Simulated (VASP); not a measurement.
TaN:

```xyz
2
Lattice="0.0000 2.1800 2.1800 2.1800 0.0000 2.1800 2.1800 2.1800 0.0000" Properties=species:S:1:pos:R:3 pbc="T T T"
Ta    0.0000    0.0000    0.0000
N     2.1800    2.1800    2.1800
```

* Program: VASP 6.6.1
* Task: relaxation of cell and atoms
* Functional: PBE
* Potentials or basis: VASP PAW PBE potentials, release 64 (Ta_pv, N)
* Cutoff: 600 eV
* k mesh: 8 × 8 × 8
* Occupations: fermi-dirac, width 0.1 eV
* Spin: no spin polarisation

At the start: pressure 15.3 GPa; volume 10.36 Å³/atom.

Question: Where does the relaxation end?

Answer: Over 4 steps the energy falls by 20.5 meV/atom and the volume is 10.81 Å³/atom (+4.3 %); space group Fm-3m (No. 225, to 0.1 Å) before and after.

The path:
| step | energy change (eV) | largest force (eV/Å) | pressure (GPa) | volume (Å³) |
| --- | --- | --- | --- | --- |
| 1 | 0.0000 | 0.0000 | 15.28 | 20.72 |
| 2 | 0.1531 | 0.0000 | -25.71 | 23.83 |
| 3 | -0.0409 | 0.0000 | -0.48 | 21.65 |
| 4 | -0.0410 | 0.0000 | -0.03 | 21.62 |

Final structure:
```
Ta N
1.0
     0.00000    2.21101    2.21101
     2.21101    0.00000    2.21101
     2.21101    2.21101    0.00000
Ta N
1 1
Direct
  0.00000 0.00000 0.00000
  0.50000 0.50000 0.50000
```
